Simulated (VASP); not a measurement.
# SrCl2 (Fm-3m) in VASP: further runs

Runs on SrCl2. Level: LDA. Tasks: single point, relaxation of cell and atoms.

Program: VASP 6.6.1. These are calculated values, not measurements. Logs are shortened: lines on timing, memory, paths and dates and some standing lists are left out, and cuts for length are marked.

### Step 1. The cell of the first run

The structure is cubic, space group Fm-3m (No. 225). The conventional cell has a = 6.799 Å, b = 6.799 Å, c = 6.799 Å, α = 90.00°, β = 90.00°, γ = 90.00°. Within 3.9 Å of Sr (site symmetry m-3m) lie 8 Cl at 2.94 Å. Cl (site symmetry -43m) has 4 Sr at 2.94 Å and 6 Cl at 3.40 Å within 3.9 Å.

### Step 2. Single point, LDA

INCAR reads:

```
PREC     = Accurate       # precision mode
ENCUT    = 520            # plane-wave cutoff, eV
EDIFF    = 1E-7           # SCF threshold, eV
ISMEAR   = 0              # smearing method
SIGMA    = 0.02           # smearing width, eV
LREAL    = False          # projectors in reciprocal space
LASPH    = True           # aspherical terms in the spheres
NELM     = 100            # most SCF steps
ALGO     = Normal         # electronic algorithm
ISIF     = 2              # what is computed and relaxed
LWAVE    = False          # write WAVECAR
LCHARG   = False          # write CHGCAR
GGA      = CA             # functional
NBANDS   = 19             # bands
```

KPOINTS reads:

```
regular mesh
0
Gamma
  6 6 6
```

POSCAR reads:

```
SrCl2
1.0
    0.0000000000      3.3994186900      3.3994186900
    3.3994186900      0.0000000000      3.3994186900
    3.3994186900      3.3994186900      0.0000000000
Sr Cl
1 2
Direct
    0.0000000000      0.0000000000      0.0000000000
    0.2500000000      0.2500000000      0.2500000000
    0.7500000000      0.7500000000      0.7500000000
```

Potentials or basis: VASP PAW LDA potentials, release 64 (Sr_sv, Cl).

Run with:

```console
> cat potpaw_LDA.64/Sr_sv/POTCAR potpaw_LDA.64/Cl/POTCAR > POTCAR
> mpirun -np 1 vasp_std > vasp.out
```

OUTCAR:

```text
PREC = Accurate
   ENCUT = 520
   EDIFF = 1E-7
   ISMEAR = 0
   LREAL = False
   LASPH = True
   NELM = 100
   ISIF = 2
   GGA = CA

 ion  position               nearest neighbor table
   1  0.000  0.000  0.000-   3 2.94   3 2.94   3 2.94   2 2.94   2 2.94   2 2.94   3 2.94   2 2.94

   2  0.250  0.250  0.250-   1 2.94   1 2.94   1 2.94   1 2.94
   3  0.750  0.750  0.750-   1 2.94   1 2.94   1 2.94   1 2.94

  LATTYP: Found a face centered cubic cell.
 ALAT       =     6.7988373800

  Lattice vectors:

 A1 = (   0.0000000000,   3.3994186900,   3.3994186900)
 A2 = (   3.3994186900,   0.0000000000,   3.3994186900)
 A3 = (   3.3994186900,   3.3994186900,   0.0000000000)

Analysis of symmetry for initial positions (statically):
=====================================================================
 Subroutine PRICEL returns:
 Original cell was already a primitive cell.

 Routine SETGRP: Setting up the symmetry group for a
 face centered cubic supercell.

 Subroutine GETGRP returns: Found 48 space group operations
 (whereof 48 operations were pure point group operations)
 out of a pool of 48 trial point group operations.

The static configuration has the point symmetry O_h .

Analysis of symmetry for dynamics (positions and initial velocities):
=====================================================================
 Subroutine PRICEL returns:
 Original cell was already a primitive cell.

 Routine SETGRP: Setting up the symmetry group for a
 face centered cubic supercell.

 Subroutine GETGRP returns: Found 48 space group operations
 (whereof 48 operations were pure point group operations)
 out of a pool of 48 trial point group operations.

The dynamic configuration has the point symmetry O_h .

 Subroutine INISYM returns: Found 48 space group operations
 (whereof 48 operations are pure point group operations),
 and found     1 'primitive' translations

----------------------------------------------------------------------------------------

                                     Primitive cell

  volume of cell :      78.5677

  direct lattice vectors                    reciprocal lattice vectors
     0.000000000  3.399418690  3.399418690    -0.147083971  0.147083971  0.147083971
     3.399418690  0.000000000  3.399418690     0.147083971 -0.147083971  0.147083971
     3.399418690  3.399418690  0.000000000     0.147083971  0.147083971 -0.147083971

  length of vectors
     4.807504016  4.807504016  4.807504016     0.254756911  0.254756911  0.254756911

  position of ions in fractional coordinates (direct lattice)
     0.000000000  0.000000000  0.000000000
     0.250000000  0.250000000  0.250000000
     0.750000000  0.750000000  0.750000000

  ion indices of the primitive-cell ions
   primitive index   ion index
                 1           1
                 2           2
                 3           3

----------------------------------------------------------------------------------------

 KPOINTS: regular mesh

Automatic generation of k-mesh.
 Grid dimensions read from file:
 generate k-points for:    6    6    6

 Generating k-lattice:

  Cartesian coordinates                     Fractional coordinates (reciprocal lattice)
    -0.024513995  0.024513995  0.024513995     0.166666667  0.000000000  0.000000000
     0.024513995 -0.024513995  0.024513995     0.000000000  0.166666667  0.000000000
     0.024513995  0.024513995 -0.024513995     0.000000000  0.000000000  0.166666667

  Length of vectors
     0.042459485  0.042459485  0.042459485

  Shift w.r.t. Gamma in fractional coordinates (k-lattice)
     0.000000000  0.000000000  0.000000000

 Subroutine IBZKPT returns following result:
 ===========================================

 Found     16 irreducible k-points:

 Following reciprocal coordinates:
            Coordinates               Weight
  0.000000  0.000000  0.000000      1.000000
  0.166667  0.000000  0.000000      8.000000
  0.333333  0.000000  0.000000      8.000000
  0.500000  0.000000  0.000000      4.000000
  0.166667  0.166667  0.000000      6.000000
  0.333333  0.166667  0.000000     24.000000
[... 8 lines left out ...]
 -0.333333  0.333333  0.166667     24.000000
 -0.333333  0.500000  0.166667     12.000000
   k-points           NKPTS =     16   k-points in BZ     NKDIM =     16   number of bands    NBANDS=     19
   number of dos      NEDOS =    301   number of ions     NIONS =      3
   total plane-waves  NPLWV =  46656
   dimension x,y,z NGX =    36 NGY =   36 NGZ =   36
   dimension x,y,z NGXF=    72 NGYF=   72 NGZF=   72
   ions per type =               1   2
   NGX,Y,Z   is equivalent  to a cutoff of  12.45, 12.45, 12.45 a.u.
   NGXF,Y,Z  is equivalent  to a cutoff of  24.90, 24.90, 24.90 a.u.
 SYSTEM =  unknown system
   PREC   = accura    normal or accurate (medium, high low for compatibility)
   ISTART =      0    job   : 0-new  1-cont  2-samecut
   ICHARG =      2    charge: 1-file 2-atom 10-const
   ISPIN  =      1    spin polarized calculation?
   LNONCOLLINEAR =      F non collinear calculations
   LSORBIT =      F    spin-orbit coupling
   LASPH  =      T    aspherical Exc in radial PAW
   ENCUT  =  520.0 eV  38.22 Ry    6.18 a.u.   8.94  8.94  8.94*2*pi/ulx,y,z
   NELM   =    100;   NELMIN=  2; NELMDL= -5     # of ELM steps
   EDIFF  = 0.1E-06   stopping-criterion for ELM
   LREAL  =      F    real-space projection
   EDIFFG = 0.1E-05   stopping-criterion for IOM
   NSW    =      0    number of steps for IOM
   IBRION =     -1    ionic relax: 0-MD 1-quasi-New 2-CG
   NFREE  =      0    steps in history (QN), initial steepest desc. (CG)
   ISIF   =      2    stress and relaxation
   ISYM   =      2    0-nonsym 1-usesym 2-fastsym
   POTIM  = 0.5000    time-step for ionic-motion
   TEBEG  =    0.0;   TEEND  =   0.0 temperature during run
   PSTRESS=    0.0 pullay stress
   NELECT =      24.0000    total number of electrons
   NUPDOWN=      -1.0000    fix difference up-down
   EMIN   =  10.00;   EMAX   =-10.00  energy-range for DOS
   EFERMI =   0.00;   METHOD = LEGACY
   ISMEAR =     0;   SIGMA  =   0.02  broadening in eV -4-tet -1-fermi 0-gaus
   EFERMI_NEDOS =   21; number of points for ismear=-14 and -15
   IALGO  =     38    algorithm
   IMIX   =      4    mixing-type and parameters
     AMIX     =   0.40;   BMIX     =  1.00
     AMIX_MAG =   1.60;   BMIX_MAG =  1.00
  volume/ion in A,a.u.               =      26.19       176.73
  Fermi-wavevector in a.u.,A,eV,Ry     =   1.102547  2.083512 16.539388  1.215611
  Thomas-Fermi vector in A             =   2.238992
   LORBIT       =      0    0 simple, 1 ext, 2 COOP (PROOUT), +10 PAW based schemes
   GGA     = CA    functional components
   LHFCALC =     F    Hartree Fock is set to
   AEXX    =    0.0000 exact exchange contribution
   IVDW    =     0    specifies the selected vdW correction
   LEPSILON=     F    determine dielectric tensor
   LRPA    =     F    only Hartree local field effects (RPA)
 non-spin polarized calculation
 Gauss-broadening in eV      SIGMA  =   0.02
  energy-cutoff  :      520.00
  volume of cell :       78.57
 maximum number of plane-waves:      2138
   NGX = 17   NGY = 17   NGZ = 17

 number of electron      23.9999997 magnetization

 Free energy of the ion-electron system (eV)
  ---------------------------------------------------
  ext. energy  EPLUGINS =         0.00000000
  ---------------------------------------------------
  free energy    TOTEN  =       -14.07774395 eV

  energy without entropy =      -14.07774395  energy(sigma->0) =      -14.07774395

 E-fermi :   0.6208     XC(G=0):  -9.1319

 val. band max:        0.5044671365   @ k =   0.5000   0.5000   0.0000
 cond. band min:       5.5986219209   @ k =   0.5000   0.5000   0.0000
 fundamental gap:      5.0941547844
 Fermi energy:         0.6207888661

 k-point     1 :       0.0000    0.0000    0.0000
  band No.  band energies     occupation
      1     -31.9631      2.00000
      2     -14.1036      2.00000
      3     -14.1036      2.00000
      4     -14.1036      2.00000
      5     -12.9904      2.00000
      6     -11.9331      2.00000
[... 11 lines left out ...]
     18       9.3376      0.00000
     19      10.1615      0.00000

 k-point     2 :       0.1667    0.0000    0.0000
  band No.  band energies     occupation
      1     -31.9617      2.00000
      2     -14.2708      2.00000
      3     -14.1091      2.00000
      4     -14.1091      2.00000
      5     -12.7497      2.00000
      6     -12.0027      2.00000
[... 11 lines left out ...]
     18       9.2483      0.00000
     19      10.4885      0.00000

 k-point     3 :       0.3333    0.0000    0.0000
  band No.  band energies     occupation
      1     -31.9589      2.00000
      2     -14.4913      2.00000
      3     -14.1201      2.00000
      4     -14.1201      2.00000
      5     -12.5005      2.00000
      6     -12.0068      2.00000
[... 11 lines left out ...]
     18       9.2156      0.00000
     19       9.6890      0.00000

 k-point     4 :       0.5000    0.0000    0.0000
  band No.  band energies     occupation
      1     -31.9575      2.00000
      2     -14.5738      2.00000
      3     -14.1255      2.00000
      4     -14.1255      2.00000
      5     -12.5048      2.00000
      6     -11.8989      2.00000
[... 231 lines left out ...]
     18       9.3694      0.00000
     19      10.4024      0.00000

 k-point    15 :      -0.3333    0.3333    0.1667
  band No.  band energies     occupation
      1     -31.9561      2.00000
      2     -14.4784      2.00000
      3     -14.3729      2.00000
      4     -14.1459      2.00000
      5     -12.1732      2.00000
      6     -12.0311      2.00000
[... 11 lines left out ...]
     18       9.8254      0.00000
     19      10.3709      0.00000

 k-point    16 :      -0.3333    0.5000    0.1667
  band No.  band energies     occupation
      1     -31.9556      2.00000
      2     -14.5604      2.00000
      3     -14.3080      2.00000
      4     -14.1570      2.00000
      5     -12.1884      2.00000
      6     -11.9778      2.00000
[... 11 lines left out ...]
     18      10.2653      0.00000
     19      10.6338      0.00000

------------------------ aborting loop because EDIFF is reached ----------------------------------------

  FORCE on cell =-STRESS in cart. coord.  units (eV):
  Direction    XX          YY          ZZ          XY          YZ          ZX
  --------------------------------------------------------------------------------------
  -------------------------------------------------------------------------------------
  Total        0.0999680      0.0999680      0.0999680     -0.0000000     -0.0000000     -0.0000000
  in kB        2.0385795      2.0385795      2.0385795     -0.0000000     -0.0000000     -0.0000000
  external PRESSURE =       2.0385795 kB  Pullay stress =       0.0000000 kB

 VOLUME and BASIS-vectors are now :
 -----------------------------------------------------------------------------
  energy-cutoff  :      520.00
  volume of cell :       78.57
      direct lattice vectors                 reciprocal lattice vectors
     0.000000000  3.399418690  3.399418690    -0.147083971  0.147083971  0.147083971
     3.399418690  0.000000000  3.399418690     0.147083971 -0.147083971  0.147083971
     3.399418690  3.399418690  0.000000000     0.147083971  0.147083971 -0.147083971

 POSITION                                       TOTAL-FORCE (eV/Angst)
 -----------------------------------------------------------------------------------
      0.00000      0.00000      0.00000         0.000000     -0.000000      0.000000
      1.69971      1.69971      1.69971         0.000000     -0.000000     -0.000000
      5.09913      5.09913      5.09913        -0.000000      0.000000      0.000000
 -----------------------------------------------------------------------------------
    total drift:                                0.000000      0.000000      0.000000

  FREE ENERGIE OF THE ION-ELECTRON SYSTEM (eV)
  ---------------------------------------------------
  free  energy   TOTEN  =       -14.0777439458 eV

  energy  without entropy=      -14.0777439458  energy(sigma->0) =      -14.07774395
```

Run time: 10 s. Hardware: 1 thread of Intel Xeon 6975P-C (Granite Rapids), shared host; peak memory 0.18 GiB.

Results:

- Free energy: -14.0777 eV
- Pressure: 0.2 GPa
- Band gap on the k mesh: 5.09 eV

Levels at points of the mesh, in eV from the valence-band top:
| k point | band 10 | band 11 | band 12 | band 13 | band 14 | band 15 |
| --- | --- | --- | --- | --- | --- | --- |
| (0.00, 0.00, 0.00) | -0.38 | -0.38 | -0.38 | 5.18 | 5.76 | 5.76 |
| (0.50, 0.00, 0.00) | -1.52 | -1.18 | -1.18 | 6.48 | 6.48 | 7.54 |
| (0.50, 0.50, 0.00) | -0.49 | -0.49 | 0.00 | 5.09 | 7.01 | 7.52 |

### Step 3. Relaxation of cell and atoms, LDA

This run uses another cell than the first one, of 28.30 Å³/atom.

INCAR reads:

```
ALGO = Normal ; EDIFF = 1E-6
EDIFFG = -0.005 ; ENCUT = 600
GGA = CA ; IBRION = 2
ISIF = 3 ; ISMEAR = 0
LASPH = True ; LCHARG = False
LREAL = False ; LWAVE = False
NELM = 60 ; NSW = 100
PREC = Accurate ; SIGMA = 0.02
```

KPOINTS reads:

```
k-points
0
Gamma
  6 6 6
```

POSCAR reads:

```
SrCl2
1.0
    0.0000000000      3.4883500000      3.4883500000
    3.4883500000      0.0000000000      3.4883500000
    3.4883500000      3.4883500000      0.0000000000
Sr Cl
1 2
Direct
    0.0000000000      0.0000000000      0.0000000000
    0.2500000000      0.2500000000      0.2500000000
    0.7500000000      0.7500000000      0.7500000000
```

Potentials or basis: VASP PAW LDA potentials, release 64 (Sr_sv, Cl).

Run with:

```console
> cat potpaw_LDA.64/Sr_sv/POTCAR potpaw_LDA.64/Cl/POTCAR > POTCAR
> mpirun -np 1 vasp_std > vasp.out
```

It took 27 s on 1 thread of Intel Xeon 6975P-C (Granite Rapids), shared host; peak memory 0.2 GiB.

The run converged. Its results:

```
Free energy                           : -14.0787 eV
Relaxed volume                        : 26.34 Å³/atom
Relaxed cell                          : a = 4.817 Å, b = 4.817 Å, c = 4.817 Å, α = 60.00°, β = 60.00°, γ = 60.00°
Space group after relaxing (to 0.1 Å) : Fm-3m (No. 225)
Energy gained by relaxing             : 17.6 meV/atom
Ionic steps                           : 3
Pressure after relaxing               : 0.0 GPa
Band gap on the k mesh                : 5.10 eV
```

Step by step:
```
step  energy change (eV)  largest force (eV/Å)  pressure (GPa)  volume (Å³)
   1              0.0000                0.0000           -2.68        84.90
   2             -0.0527                0.0000           -0.11        79.21
   3             -0.0528                0.0000           -0.01        79.02
```

Final structure:
```
Sr Cl
1.0
     0.00000    3.40590    3.40590
     3.40590    0.00000    3.40590
     3.40590    3.40590    0.00000
Sr Cl
1 2
Direct
  0.00000 0.00000 0.00000
  0.25000 0.25000 0.25000
  0.75000 0.75000 0.75000
```

Levels at points of the mesh, in eV from the valence-band top:
```
           k point  band 9  band 10  band 11  band 12  band 13  band 14  band 15  band 16
(0.00, 0.00, 0.00)   -2.46    -0.38    -0.38    -0.38     5.16     5.77     5.77     8.82
(0.50, 0.00, 0.00)   -1.70    -1.51    -1.18    -1.18     6.48     6.48     7.53     7.54
(0.50, 0.50, 0.00)   -2.10    -0.48    -0.48     0.00     5.10     7.00     7.51     8.05
```
